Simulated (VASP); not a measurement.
Set up this calculation in VASP 6.6.1, as the native input.

```yaml
Task: single point
Functional: PBE
Potentials_or_basis: VASP PAW PBE potentials, release 64 (Sr_sv)
Cutoff: 520 eV
k_mesh: 6 × 6 × 8
Occupations: gaussian, width 0.05 eV
Spin: no spin polarisation
Dipole_correction: no
Further_INCAR_settings: ALGO = Normal; EDIFF = 1e-06; NBANDS = 11
```

The structure of Sr lies in POSCAR:

```
Sr
1.0
   11.3349489490      0.0000000000      0.0000000000
   -5.6674744745      9.8163537404      0.0000000000
    0.0000000000      0.0000000000      4.5608632575
Sr
1
Direct
    0.0000000000      0.0000000000      0.0000000000
```

This cell differs from its parent crystal: functional PBE, strained.

One way to write it, as run:

INCAR

```
  PREC = Accurate
  ENCUT = 520
  EDIFF = 1E-6
  ISMEAR = 0
  SIGMA = 0.05
  LREAL = F
  LASPH = T
  NELM = 100
  ALGO = Normal
  ISIF = 2
  LWAVE = F
  LCHARG = F
  GGA = PE
  NBANDS = 11
```

KPOINTS

```
regular mesh
0
Gamma
  6 6 8
```

Potentials or basis: VASP PAW PBE potentials, release 64 (Sr_sv).

Command:

```sh
$ cat potpaw_PBE.64/Sr_sv/POTCAR > POTCAR
$ mpirun -np 1 vasp_std > vasp.out
```

It gave:

| Quantity | Value |
| --- | --- |
| Pressure | 0.0 GPa |
| Band gap on the k mesh | 0.37 eV, indirect (least direct gap 0.38 eV) |

Caveat: the cell differs from its parent crystal (functional PBE, strained).

Run time: 110 s on 1 thread of Intel(R) Xeon(R) 6975P-C (Granite Rapids) (shared host), peak memory 0.62 GiB.
